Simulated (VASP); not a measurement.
Here is a VASP 6.6.1 calculation.

The input INCAR:

```
SYSTEM = C
  PREC = Accurate
  ENCUT = 520
  EDIFF = 1E-6
  ISMEAR = 0
  SIGMA = 0.05
  LREAL = .False.
  LASPH = .True.
  NELM = 60
  ALGO = Normal
  ISIF = 2
  LWAVE = .False.
  LCHARG = .True.
  GGA = PS
  LELF = .True.
  LVHAR = .True.
  NBANDS = 11
```

KPOINTS

```
Automatic mesh
0
Gamma
  12 12 12
  0 0 0
```

The input POSCAR:

```
C
1.0
    0.0000000000      1.7769046139      1.7058284293
    1.7769046139      0.0000000000      1.7058284293
    1.7769046139      1.7769046139      0.0000000000
C
2
Direct
    0.5000000000      0.5000000000      0.5000000000
    0.7500000000      0.7500000000      0.7500000000
```

Potentials or basis: VASP PAW PBE potentials, release 64 (C).

Run with:

```console
$ cat potpaw_PBE.64/C/POTCAR > POTCAR
$ mpirun -np 1 vasp_std > vasp.out
```

(1) Estimate the band gap on the k mesh.

(2) Estimate the pressure.

## Answers

(1) 3.11 eV, indirect (least direct gap 4.95 eV).

(2) 21.1 GPa.

Caveat: the cell differs from its parent crystal (strain +0.000 along x and y, -0.040 along z); the PAW data sets were made with another functional, which shifts forces and pressure a little.
